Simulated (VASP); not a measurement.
Here is a VASP 6.6.1 calculation.

File INCAR:

```
PREC = Accurate ; ENCUT = 520
EDIFF = 1E-7 ; ISMEAR = 0
SIGMA = 0.01 ; LREAL = Auto
LASPH = T ; NELM = 150
ALGO = Normal ; ISIF = 2
LWAVE = F ; LCHARG = F
ISPIN = 2 ; MAGMOM = 0.143 0 0 0 0.143 0 0.143 0 0.143 0 0 0 0.143 0.143 0 0 0.143 0 0 0 0 0 0 0 0 0 0 0 0 0 0 0
LORBIT = 11 ; GGA = PE
NBANDS = 90 ; NELECT = 129.0
```

File KPOINTS:

```
Automatic mesh
0
Gamma
  2 2 2
  0.5 0.5 0.5
```

POSCAR

```
Mg16S15O
1.0
    5.2297549267      5.2297549267     -5.2297549267
   -5.2297549267     -5.2297549267     -5.2297549267
   -5.2297549267      5.2297549267      5.2297549267
Mg O S
16 1 15
Direct
    0.2500000000      0.0218002200      0.7718002200
    0.5000000000      0.7500000000      0.7500000000
    0.7500000000      0.5000000000      0.7500000000
    0.7500000000      0.0000000000      0.2500000000
    0.0218002200      1.0218002200      0.0000000000
    0.2500000000      0.7500000000      0.0000000000
    0.4781997800      0.4781997800      0.0000000000
    0.7500000000      0.2500000000      0.0000000000
    0.0218002200      0.2500000000      0.7718002200
    0.5000000000      0.0000000000      0.5000000000
    0.7500000000      0.7500000000      0.5000000000
    0.0000000000      0.7500000000      0.2500000000
    0.2500000000      0.4781997800      0.2281997800
    0.4781997800      0.2500000000      0.2281997800
    0.0000000000      0.5000000000      0.5000000000
    0.2500000000      0.2500000000      0.5000000000
    0.2500000000      0.2500000000      0.0000000000
    0.4977814954      0.0022185046      0.0000000000
    0.7500000000      0.7500000000      0.0000000000
    0.7500000000      0.2500000000      0.5000000000
    0.0022185046      0.2500000000      0.2477814954
    0.2500000000      0.0022185046      0.2477814954
    0.4977814954      0.7455629907      0.2477814954
    0.7455629907      0.4977814954      0.2477814954
    0.0022185046      0.4977814954      0.0000000000
    0.4977814954      0.2500000000      0.7522185046
    0.7544370093      0.0022185046      0.7522185046
    0.0022185046      0.0022185046      0.5044370093
    0.2500000000      0.7500000000      0.5000000000
    0.4977814954      0.4977814954      0.4955629907
    0.0022185046      0.7544370093      0.7522185046
    0.2500000000      0.4977814954      0.7522185046
```

Potentials or basis: VASP PAW PBE potentials, release 64 (Mg, O, S).

Launch:

```sh
$ cat potpaw_PBE.64/Mg/POTCAR potpaw_PBE.64/O/POTCAR potpaw_PBE.64/S/POTCAR > POTCAR
$ mpirun -np 1 vasp_std > vasp.out
```

Q: Predict the largest force.

A: 0.028 eV/Å.

Q: Estimate the net moment.

A: 0.50 μB per cell.

Forces on the atoms (eV/Å):
```
Mg  -0.028  0.000  0.000
Mg   0.000  0.000  0.000
Mg   0.000  0.000  0.000
Mg   0.000  0.000  0.000
Mg   0.000  0.000 -0.028
Mg   0.000  0.000  0.000
Mg   0.000  0.000  0.028
Mg   0.000  0.000  0.000
Mg   0.000  0.028  0.000
Mg   0.000  0.000  0.000
Mg   0.000  0.000  0.000
Mg   0.000  0.000  0.000
Mg   0.028  0.000  0.000
Mg   0.000 -0.028  0.000
Mg   0.000  0.000  0.000
Mg   0.000  0.000  0.000
O    0.000  0.000  0.000
S    0.005  0.005  0.000
S    0.000  0.000  0.000
S    0.000  0.000  0.000
S   -0.005  0.000  0.005
S    0.000  0.005  0.005
S   -0.005  0.000 -0.005
S    0.000  0.005 -0.005
S   -0.005 -0.005  0.000
S    0.005  0.000 -0.005
S    0.000 -0.005  0.005
S    0.005 -0.005  0.000
S    0.000  0.000  0.000
S   -0.005  0.005  0.000
S    0.005  0.000  0.005
S    0.000 -0.005 -0.005
```

Caveat: the k points lie up to 0.42 Å⁻¹ apart; the cell carries a net charge on a neutralising background, which shifts energy and pressure.
